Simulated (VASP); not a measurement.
Set up this calculation in VASP 6.6.1, as the native input.

```
Task                   : single point
Functional             : PBE
Potentials or basis    : VASP PAW PBE potentials, release 64 (K_sv, Ta_pv, O)
Cutoff                 : 520 eV
k mesh                 : 8 × 8 × 8
Occupations            : gaussian, width 0.05 eV
Spin                   : no spin polarisation
Dipole correction      : no
Further INCAR settings : ALGO = Normal; EDIFF = 1e-06; NBANDS = 27
```

The structure of KTaO3 lies in POSCAR:

```
KTaO3
1.0
    3.7888850000      0.0000000000      0.0000000000
    0.0000000000      3.9883000000      0.0000000000
    0.0000000000      0.0000000000      3.9883000000
K Ta O
1 1 3
Direct
    0.5000000000      0.5000000000      0.5000000000
    0.0000000000      0.0000000000      0.0000000000
    0.5000000000      0.0000000000      0.0000000000
    0.0000000000      0.5000000000      0.0000000000
    0.0000000000      0.0000000000      0.5000000000
```

This cell differs from its parent crystal: strain -0.0500 x Voigt [1, 0, 0, 0, 0, 0].

The input as run:

INCAR

```
SYSTEM = KTaO3
  PREC = Accurate
  ENCUT = 520
  EDIFF = 1E-6
  ISMEAR = 0
  SIGMA = 0.05
  LREAL = .FALSE.
  LASPH = .TRUE.
  NELM = 100
  ALGO = Normal
  ISIF = 2
  LWAVE = .FALSE.
  LCHARG = .TRUE.
  GGA = PE
  LELF = .TRUE.
  LVHAR = .TRUE.
  NBANDS = 27
```

KPOINTS

```
Automatic mesh
0
G
  8 8 8
  0 0 0
```

Potentials or basis: VASP PAW PBE potentials, release 64 (K_sv, Ta_pv, O).

The run is started by

```bash
$ cat potpaw_PBE.64/K_sv/POTCAR potpaw_PBE.64/Ta_pv/POTCAR potpaw_PBE.64/O/POTCAR > POTCAR
$ mpirun -np 1 vasp_std > vasp.out
```

Results of the run:

```yaml
Pressure: 19.7 GPa
Band_gap_on_the_k_mesh: 2.19 eV, indirect (least direct gap 2.74 eV)
```

Caveat: the cell differs from its parent crystal (strain -0.0500 x Voigt [1, 0, 0, 0, 0, 0]); spin-orbit coupling is left out, which moves the levels of the heavy elements.

Wall time 48 s on 1 thread of Intel(R) Xeon(R) 6975P-C (Granite Rapids), with other jobs on the host, peak memory 0.24 GiB.
